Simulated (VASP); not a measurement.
# VH (Fm-3m) in VASP: single point with LDA

Aim: the single point of VH with LDA.

Program: VASP 6.6.1. These are calculated values, not measurements. Logs are shortened: lines on timing, memory, paths and dates and some standing lists are left out, and cuts for length are marked.

**1. The cell of the first run**

The structure is cubic, space group Fm-3m (No. 225). Conventional cell: a = 3.928 Å, b = 3.928 Å, c = 3.928 Å, α = 90.00°, β = 90.00°, γ = 90.00°. V (site symmetry m-3m) has 6 H at 1.96 Å within 2.6 Å. Within 2.6 Å of H (site symmetry m-3m) lie 6 V at 1.96 Å.

**2. Single point, LDA, collinear spin, ferromagnetic start**

The input, INCAR:

```
ALGO     = Normal         # electronic algorithm
EDIFF    = 1E-6           # SCF threshold, eV
ENCUT    = 520            # plane-wave cutoff, eV
GGA      = CA             # functional
ISIF     = 2              # what is computed and relaxed
ISMEAR   = -1             # smearing method
ISPIN    = 2              # spin polarisation
LASPH    = T              # aspherical terms in the spheres
LCHARG   = F              # write CHGCAR
LMAXMIX  = 4              # l up to which the mixer works
LORBIT   = 11             # projections on sites
LREAL    = F              # projectors in reciprocal space
LWAVE    = F              # write WAVECAR
MAGMOM   = 1.5 0          # initial moments
NBANDS   = 18             # bands
NELM     = 150            # most SCF steps
PREC     = Accurate       # precision mode
SIGMA    = 0.1            # smearing width, eV
```

The input, KPOINTS:

```
k-points
0
Gamma
  19 19 19
```

The input, POSCAR:

```
VH
1.0
    2.7771670000      0.0000000000      0.0000000000
    1.3885835000      2.4050971726      0.0000000000
    1.3885835000      0.8016990575      2.2675473602
V H
1 1
Direct
    0.0000000000      0.0000000000      0.0000000000
    0.5000000000      0.5000000000      0.5000000000
```

Potentials or basis: VASP PAW LDA potentials, release 64 (V_sv, H).

Launch:

```sh
> cat potpaw_LDA.64/V_sv/POTCAR potpaw_LDA.64/H/POTCAR > POTCAR
> mpirun -np 1 vasp_std > vasp.out
```

OUTCAR:

```text
EDIFF = 1E-6
   ENCUT = 520
   GGA = CA
   ISIF = 2
   ISMEAR = -1
   ISPIN = 2
   LASPH = T
   LORBIT = 11
   LREAL = F
   NELM = 150
   PREC = Accurate

 ion  position               nearest neighbor table
   1  0.000  0.000  0.000-
   2  0.500  0.500  0.500-

  LATTYP: Found a face centered cubic cell.
 ALAT       =     3.9275072364

  Lattice vectors:

 A1 = (   2.7771670000,   0.0000000000,   0.0000000000)
 A2 = (   1.3885835000,   2.4050971726,   0.0000000000)
 A3 = (   1.3885835000,   0.8016990575,   2.2675473602)

Analysis of symmetry for initial positions (statically):
=====================================================================
 Subroutine PRICEL returns:
 Original cell was already a primitive cell.

 Routine SETGRP: Setting up the symmetry group for a
 face centered cubic supercell.

 Subroutine GETGRP returns: Found 48 space group operations
 (whereof 48 operations were pure point group operations)
 out of a pool of 48 trial point group operations.

The static configuration has the point symmetry O_h .

Analysis of symmetry for dynamics (positions and initial velocities):
=====================================================================
 Subroutine PRICEL returns:
 Original cell was already a primitive cell.

 Routine SETGRP: Setting up the symmetry group for a
 face centered cubic supercell.

 Subroutine GETGRP returns: Found 48 space group operations
 (whereof 48 operations were pure point group operations)
 out of a pool of 48 trial point group operations.

The dynamic configuration has the point symmetry O_h .

Analysis of structural, dynamic, and magnetic symmetry:
=====================================================================
 Subroutine PRICEL returns:
 Original cell was already a primitive cell.

 Routine SETGRP: Setting up the symmetry group for a
 face centered cubic supercell.

 Subroutine GETGRP returns: Found 48 space group operations
 (whereof 48 operations were pure point group operations)
 out of a pool of 48 trial point group operations.

The overall configuration has the point symmetry O_h .

 Subroutine INISYM returns: Found 48 space group operations
 (whereof 48 operations are pure point group operations),
 and found     1 'primitive' translations

----------------------------------------------------------------------------------------

                                     Primitive cell

  volume of cell :      15.1458

  direct lattice vectors                    reciprocal lattice vectors
     2.777167000  0.000000000  0.000000000     0.360079174 -0.207891808 -0.147001707
     1.388583500  2.405097173  0.000000000     0.000000000  0.415783616 -0.147001707
     1.388583500  0.801699058  2.267547360     0.000000000  0.000000000  0.441005122

  length of vectors
     2.777167000  2.777167000  2.777167000     0.441005122  0.441005122  0.441005122

  position of ions in fractional coordinates (direct lattice)
     0.000000000  0.000000000  0.000000000
     0.500000000  0.500000000  0.500000000

  ion indices of the primitive-cell ions
   primitive index   ion index
                 1           1
                 2           2

----------------------------------------------------------------------------------------

 KPOINTS: k-points

Automatic generation of k-mesh.
 Grid dimensions read from file:
 generate k-points for:   19   19   19

 Generating k-lattice:

  Cartesian coordinates                     Fractional coordinates (reciprocal lattice)
     0.018951535 -0.010941674 -0.007736932     0.052631579  0.000000000  0.000000000
     0.000000000  0.021883348 -0.007736932     0.000000000  0.052631579 -0.000000000
     0.000000000  0.000000000  0.023210796     0.000000000  0.000000000  0.052631579

  Length of vectors
     0.023210796  0.023210796  0.023210796

  Shift w.r.t. Gamma in fractional coordinates (k-lattice)
     0.000000000  0.000000000  0.000000000

 Subroutine IBZKPT returns following result:
 ===========================================

 Found    220 irreducible k-points:

 Following reciprocal coordinates:
            Coordinates               Weight
  0.000000  0.000000  0.000000      1.000000
  0.052632  0.000000 -0.000000      8.000000
  0.105263  0.000000 -0.000000      8.000000
  0.157895  0.000000  0.000000      8.000000
  0.210526  0.000000  0.000000      8.000000
  0.263158  0.000000  0.000000      8.000000
[... 16 lines left out ...]
 -0.315789  0.052632  0.000000     24.000000
 -0.263158  0.052632  0.000000     24.000000
 [... further k-points ...]
   k-points           NKPTS =    220   k-points in BZ     NKDIM =    220   number of bands    NBANDS=     18
   number of dos      NEDOS =    301   number of ions     NIONS =      2
   total plane-waves  NPLWV =  13824
   dimension x,y,z NGX =    24 NGY =   24 NGZ =   24
   dimension x,y,z NGXF=    48 NGYF=   48 NGZF=   48
   ions per type =               1   1
   NGX,Y,Z   is equivalent  to a cutoff of  14.37, 14.37, 14.37 a.u.
   NGXF,Y,Z  is equivalent  to a cutoff of  28.73, 28.73, 28.73 a.u.
 SYSTEM =  unknown system
   PREC   = accura    normal or accurate (medium, high low for compatibility)
   ISTART =      0    job   : 0-new  1-cont  2-samecut
   ICHARG =      2    charge: 1-file 2-atom 10-const
   ISPIN  =      2    spin polarized calculation?
   LNONCOLLINEAR =      F non collinear calculations
   LSORBIT =      F    spin-orbit coupling
   LASPH  =      T    aspherical Exc in radial PAW
   ENCUT  =  520.0 eV  38.22 Ry    6.18 a.u.   5.16  5.16  5.16*2*pi/ulx,y,z
   NELM   =    150;   NELMIN=  2; NELMDL= -5     # of ELM steps
   EDIFF  = 0.1E-05   stopping-criterion for ELM
   LREAL  =      F    real-space projection
   EDIFFG = 0.1E-04   stopping-criterion for IOM
   NSW    =      0    number of steps for IOM
   IBRION =     -1    ionic relax: 0-MD 1-quasi-New 2-CG
   NFREE  =      0    steps in history (QN), initial steepest desc. (CG)
   ISIF   =      2    stress and relaxation
   ISYM   =      2    0-nonsym 1-usesym 2-fastsym
   POTIM  = 0.5000    time-step for ionic-motion
   TEBEG  =    0.0;   TEEND  =   0.0 temperature during run
   PSTRESS=    0.0 pullay stress
   NELECT =      14.0000    total number of electrons
   NUPDOWN=      -1.0000    fix difference up-down
   EMIN   =  10.00;   EMAX   =-10.00  energy-range for DOS
   EFERMI =   0.00;   METHOD = LEGACY
   ISMEAR =    -1;   SIGMA  =   0.10  broadening in eV -4-tet -1-fermi 0-gaus
   EFERMI_NEDOS =   21; number of points for ismear=-14 and -15
   IALGO  =     38    algorithm
   IMIX   =      4    mixing-type and parameters
     AMIX     =   0.40;   BMIX     =  1.00
     AMIX_MAG =   1.60;   BMIX_MAG =  1.00
  volume/ion in A,a.u.               =       7.57        51.10
  Fermi-wavevector in a.u.,A,eV,Ry     =   1.594730  3.013603 34.601846  2.543164
  Thomas-Fermi vector in A             =   2.692759
   LORBIT       =     11    0 simple, 1 ext, 2 COOP (PROOUT), +10 PAW based schemes
   GGA     = CA    functional components
   LHFCALC =     F    Hartree Fock is set to
   AEXX    =    0.0000 exact exchange contribution
   IVDW    =     0    specifies the selected vdW correction
   LEPSILON=     F    determine dielectric tensor
   LRPA    =     F    only Hartree local field effects (RPA)
 spin polarized calculation
  energy-cutoff  :      520.00
  volume of cell :       15.15
 maximum number of plane-waves:       419
 NGX is ok and might be reduce to    24
   NGX = 11   NGY = 11   NGZ = 11

 number of electron      14.0000004 magnetization      -0.0000018

 number of electron      14.0000004 magnetization       0.0000904

 Free energy of the ion-electron system (eV)
  ---------------------------------------------------
  ext. energy  EPLUGINS =         0.00000000
  ---------------------------------------------------
  free energy    TOTEN  =       -13.93338292 eV

  energy without entropy =      -13.88069782  energy(sigma->0) =      -13.90704037

 E-fermi :   9.6880     XC(G=0): -13.2687

 val. band max:        9.6763177985   @ k =   0.0526   0.0526  -0.0000
 cond. band min:       9.6910414305   @ k =  -0.2632   0.0526   0.0000
 fundamental gap:      0.0147236320
 Fermi energy:         9.6879739518

 spin component 1

 k-point     1 :       0.0000    0.0000    0.0000
  band No.  band energies     occupation
      1     -53.6623      1.00000
      2     -27.5607      1.00000
      3     -27.5607      1.00000
      4     -27.5607      1.00000
      5      -0.7245      1.00000
      6       9.6244      0.65387
[... 10 lines left out ...]
     17      35.2557      0.00000
     18      35.2557      0.00000

 k-point     2 :       0.0526    0.0000   -0.0000
  band No.  band energies     occupation
      1     -53.6588      1.00000
      2     -27.5803      1.00000
      3     -27.5631      1.00000
      4     -27.5630      1.00000
      5      -0.6362      1.00000
      6       9.5669      0.77049
[... 10 lines left out ...]
     17      35.2232      0.00000
     18      35.3482      0.00000

 k-point     3 :       0.1053    0.0000   -0.0000
  band No.  band energies     occupation
      1     -53.6487      1.00000
      2     -27.6367      1.00000
      3     -27.5697      1.00000
      4     -27.5697      1.00000
      5      -0.3751      1.00000
      6       9.3989      0.94738
[... 412 lines left out ...]
 k-point    23 :      -0.3158    0.0526    0.0000
  band No.  band energies     occupation
      1     -53.5632      1.00000
      2     -28.0857      1.00000
      3     -27.6451      1.00000
      4     -27.6186      1.00000
      5       2.3533      1.00000
      6       7.6205      1.00000
[... 10 lines left out ...]
     17      35.1151      0.00000
     18      40.9121      0.00000

 k-point    24 :      -0.2632    0.0526    0.0000
  band No.  band energies     occupation
      1     -53.5831      1.00000
      2     -27.9822      1.00000
      3     -27.6325      1.00000
      4     -27.6044      1.00000
      5       1.5843      1.00000
      6       8.1690      1.00000
[... 10 lines left out ...]
     17      34.6090      0.00000
     18      39.7853      0.00000

 [... further k-points ...]

 spin component 2

 k-point     1 :       0.0000    0.0000    0.0000
  band No.  band energies     occupation
      1     -53.6622      1.00000
      2     -27.5606      1.00000
      3     -27.5606      1.00000
      4     -27.5606      1.00000
      5      -0.7244      1.00000
      6       9.6243      0.65394
[... 10 lines left out ...]
     17      35.2559      0.00000
     18      35.2559      0.00000

 k-point     2 :       0.0526    0.0000   -0.0000
  band No.  band energies     occupation
      1     -53.6587      1.00000
      2     -27.5802      1.00000
      3     -27.5629      1.00000
      4     -27.5629      1.00000
      5      -0.6361      1.00000
      6       9.5668      0.77054
[... 10 lines left out ...]
     17      35.2235      0.00000
     18      35.3484      0.00000

 k-point     3 :       0.1053    0.0000   -0.0000
  band No.  band energies     occupation
      1     -53.6486      1.00000
      2     -27.6366      1.00000
      3     -27.5696      1.00000
      4     -27.5696      1.00000
      5      -0.3750      1.00000
      6       9.3989      0.94739
[... 412 lines left out ...]
 k-point    23 :      -0.3158    0.0526    0.0000
  band No.  band energies     occupation
      1     -53.5631      1.00000
      2     -28.0856      1.00000
      3     -27.6450      1.00000
      4     -27.6185      1.00000
      5       2.3533      1.00000
      6       7.6205      1.00000
[... 10 lines left out ...]
     17      35.1153      0.00000
     18      40.9123      0.00000

 k-point    24 :      -0.2632    0.0526    0.0000
  band No.  band energies     occupation
      1     -53.5830      1.00000
      2     -27.9821      1.00000
      3     -27.6324      1.00000
      4     -27.6043      1.00000
      5       1.5844      1.00000
      6       8.1690      1.00000
[... 10 lines left out ...]
     17      34.6092      0.00000
     18      39.7854      0.00000

 [... further k-points ...]

------------------------ aborting loop because EDIFF is reached ----------------------------------------

  FORCE on cell =-STRESS in cart. coord.  units (eV):
  Direction    XX          YY          ZZ          XY          YZ          ZX
  --------------------------------------------------------------------------------------
  -------------------------------------------------------------------------------------
  Total       -0.8388829     -0.8388829     -0.8388829     -0.0000000      0.0000000      0.0000000
  in kB      -88.7403069    -88.7403069    -88.7403069     -0.0000000      0.0000000      0.0000000
  external PRESSURE =     -88.7403069 kB  Pullay stress =       0.0000000 kB

 VOLUME and BASIS-vectors are now :
 -----------------------------------------------------------------------------
  energy-cutoff  :      520.00
  volume of cell :       15.15
      direct lattice vectors                 reciprocal lattice vectors
     2.777167000  0.000000000  0.000000000     0.360079174 -0.207891808 -0.147001707
     1.388583500  2.405097173  0.000000000     0.000000000  0.415783616 -0.147001707
     1.388583500  0.801699058  2.267547360     0.000000000  0.000000000  0.441005122

 POSITION                                       TOTAL-FORCE (eV/Angst)
 -----------------------------------------------------------------------------------
      0.00000      0.00000      0.00000        -0.000000     -0.000000      0.000000
      2.77717      1.60340      1.13377         0.000000      0.000000      0.000000
 -----------------------------------------------------------------------------------
    total drift:                               -0.000000      0.000000      0.000000

  FREE ENERGIE OF THE ION-ELECTRON SYSTEM (eV)
  ---------------------------------------------------
  free  energy   TOTEN  =       -13.9333829246 eV

  energy  without entropy=      -13.8806978230  energy(sigma->0) =      -13.90704037

 total charge

# of ion       s       p       d       tot
------------------------------------------
    1        2.274   6.238   3.167  11.678
    2        0.530   0.031   0.000   0.561
--------------------------------------------------
tot          2.804   6.269   3.167  12.239

 magnetization (x)

# of ion       s       p       d       tot
------------------------------------------
    1        0.000   0.000   0.000   0.000
    2       -0.000   0.000   0.000  -0.000
--------------------------------------------------
tot         -0.000   0.000   0.000   0.000
```

It took 75 s on 1 thread of Intel Xeon Platinum 8488C (Sapphire Rapids), shared host; peak memory 0.21 GiB.

What came out:

| Property | Result |
| --- | --- |
| Free energy | -13.9334 eV |
| Pressure | -8.9 GPa |
| Band gap on the k mesh | zero (filled and empty bands overlap) |
| Net moment | 0.00 μB per cell |
| Valence electrons inside the program's atomic spheres | V 11.68; H 0.56 |

Levels at points of the mesh, in eV from the Fermi level:
Spin up:
| k point | band 3 | band 4 | band 5 | band 6 | band 7 | band 8 | band 9 | band 10 | band 11 | band 12 |
| --- | --- | --- | --- | --- | --- | --- | --- | --- | --- | --- |
| (0.00, 0.00, 0.00) | -37.25 | -37.25 | -10.41 | -0.06 | -0.06 | -0.06 | 1.39 | 1.39 | 12.89 | 16.60 |
Spin down:
| k point | band 5 | band 6 | band 7 | band 8 | band 9 | band 10 |
| --- | --- | --- | --- | --- | --- | --- |
| (0.00, 0.00, 0.00) | -10.41 | -0.06 | -0.06 | -0.06 | 1.39 | 1.39 |

Caveat: the cell stands under tension; the moments typed at the start vanished in this run.
